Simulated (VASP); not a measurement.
Write the native input for VASP 6.6.1 that does the following.

| Property | Result |
| --- | --- |
| Task | relaxation of cell and atoms |
| Functional | PBE |
| Potentials or basis | VASP PAW PBE potentials, release 64 (Al, V_sv, N) |
| Cutoff | 600 eV |
| k mesh | 12 × 12 × 4 |
| Occupations | gaussian, width 0.1 eV |
| Spin | no spin polarisation |
| Dipole correction | no |
| Further INCAR settings | ALGO = Normal; EDIFF = 1e-06; IBRION = 2; EDIFFG = -0.001; NSW = 80; ISIF = 3 |

The structure of Al4VN2 lies in POSCAR:

```
Al4VN2
1.0
    2.9999686467      0.0000000000      0.0000000000
   -1.4999843234      2.5980490586      0.0000000000
    0.0000000000      0.0000000000     12.0776536386
Al V N
4 1 2
Direct
    0.6666666667      0.3333333333      0.3842218887
    0.3333333333      0.6666666667      0.1669054312
    0.3333333333      0.6666666667      0.6157781113
    0.6666666667      0.3333333333      0.8330945688
    0.0000000000      0.0000000000      0.0000000000
    0.3333333333      0.6666666667      0.3231275700
    0.6666666667      0.3333333333      0.6768724300
```

These files were run (other wordings do the same):

INCAR

```
PREC = Accurate
ENCUT = 600
EDIFF = 1E-6
ISMEAR = 0
SIGMA = 0.1
LREAL = F
LASPH = T
NELM = 60
ALGO = Normal
ISIF = 3
LWAVE = F
LCHARG = F
GGA = PE
IBRION = 2
NSW = 80
EDIFFG = -0.001
```

KPOINTS

```
Automatic mesh
0
Gamma
  12 12 4
```

Potentials or basis: VASP PAW PBE potentials, release 64 (Al, V_sv, N).

Command:

```bash
$ cat potpaw_PBE.64/Al/POTCAR potpaw_PBE.64/V_sv/POTCAR potpaw_PBE.64/N/POTCAR > POTCAR
$ mpirun -np 1 vasp_std > vasp.out
```

Results of the run:

The relaxed volume is 13.43 Å³/atom. The relaxed cell is a = 2.999 Å, b = 2.999 Å, c = 12.070 Å, α = 90.00°, β = 90.00°, γ = 120.00°. The space group after relaxing (to 0.1 Å) is P-3m1 (No. 164), the energy gained by relaxing is 0.0 meV/atom and the ionic steps are 39. The pressure after relaxing is 0.0 GPa and the band gap on the k mesh is zero (an odd number of electrons rules out a gap without spin polarisation).

Caveat: the run has no spin polarisation, though such a crystal can be magnetic.

Run time: 10 min on 1 thread of Intel(R) Xeon(R) 6975P-C (Granite Rapids), with other jobs on the host, peak memory 0.34 GiB.
